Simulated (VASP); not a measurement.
Input of a VASP 6.6.1 run:

File INCAR:

```
ALGO = Normal
EDIFF = 1E-6
ENCUT = 520
GGA = PE
ISIF = 2
ISMEAR = 0
LASPH = T
LCHARG = F
LREAL = F
LWAVE = F
NBANDS = 35
NELM = 60
PREC = Accurate
SIGMA = 0.1
```

Contents of KPOINTS:

```
k-points
0
Gamma
  12 12 12
```

Contents of POSCAR:

```
ZnGe3
1.0
    4.2120490265      0.0000000000      0.0000000000
    0.0000000000      4.2120490265      0.0000000000
    0.0000000000      0.0000000000      4.2120490265
Zn Ge
1 3
Direct
    0.0000000000      0.0000000000      0.0000000000
    0.0000000000      0.5000000000      0.5000000000
    0.5000000000      0.0000000000      0.5000000000
    0.5000000000      0.5000000000      0.0000000000
```

Potentials or basis: VASP PAW PBE potentials, release 64 (Zn, Ge_d).

Command:

```bash
$ cat potpaw_PBE.64/Zn/POTCAR potpaw_PBE.64/Ge_d/POTCAR > POTCAR
$ mpirun -np 1 vasp_std > vasp.out
```

(1) Predict the pressure.

(2) Estimate the band gap on the k mesh.

Answers

(1) 0.0 GPa.

(2) zero (band 27 reaches 6.81 eV, above the bottom of band 28 at 2.55 eV).
